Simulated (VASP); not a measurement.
Wanted: the native input for a VASP 6.6.1 run.

```yaml
Task: single point
Functional: PBEsol
Potentials_or_basis: VASP PAW PBE potentials, release 64 (Mg, O)
Cutoff: 520 eV
k_mesh: 9 × 9 × 4
Occupations: gaussian, width 0.05 eV
Spin: no spin polarisation
Dipole_correction: no
Further_INCAR_settings: ALGO = Normal; EDIFF = 1e-06; NBANDS = 26
```

The structure of MgO lies in POSCAR:

```
MgO
1.0
    3.2553371795      0.0000000000      0.0000000000
   -1.6276685897      2.8192046953      0.0000000000
    0.0000000000      0.0000000000     10.4149514991
Mg O
4 4
Direct
    0.3333333333      0.6666666667      0.9695963559
    0.0000000000      0.0000000000      0.2209473890
    0.0000000000      0.0000000000      0.7209473890
    0.6666666667      0.3333333333      0.4695963559
    0.3333333333      0.6666666667      0.7799156657
    0.0000000000      0.0000000000      0.5545028799
    0.0000000000      0.0000000000      0.0295387694
    0.6666666667      0.3333333333      0.2799156657
```

This cell differs from its parent crystal: atom 6 (O) moved by +0.000 Å along [1 0 0] and +0.260 Å along [0 0 1].

These files were run (other wordings do the same):

INCAR

```
PREC     = Accurate       # precision mode
ENCUT    = 520            # plane-wave cutoff, eV
EDIFF    = 1E-6           # SCF threshold, eV
ISMEAR   = 0              # smearing method
SIGMA    = 0.05           # smearing width, eV
LREAL    = False          # projectors in reciprocal space
LASPH    = True           # aspherical terms in the spheres
NELM     = 100            # most SCF steps
ALGO     = Normal         # electronic algorithm
ISIF     = 2              # what is computed and relaxed
LWAVE    = False          # write WAVECAR
LCHARG   = True           # write CHGCAR
GGA      = PS             # functional
LELF     = True           # ELF
LVHAR    = True         
NBANDS   = 26             # bands
```

KPOINTS

```
Automatic mesh
0
Gamma
  9 9 4
```

Potentials or basis: VASP PAW PBE potentials, release 64 (Mg, O).

Run with:

```console
$ cat potpaw_PBE.64/Mg/POTCAR potpaw_PBE.64/O/POTCAR > POTCAR
$ mpirun -np 1 vasp_std > vasp.out
```

It gave:

```
Pressure               : 1.8 GPa
Largest force          : 5.794 eV/Å
Band gap on the k mesh : 2.64 eV
```

Caveat: the cell differs from its parent crystal (atom 6 (O) moved by +0.000 Å along [1 0 0] and +0.260 Å along [0 0 1]); the stress differs along the axes, from -1 to 8 GPa; the PAW data sets were made with another functional, which shifts forces and pressure a little.

Wall time 2.5 min on 1 thread of Intel Xeon 8259CL (shared host), peak memory 0.24 GiB.
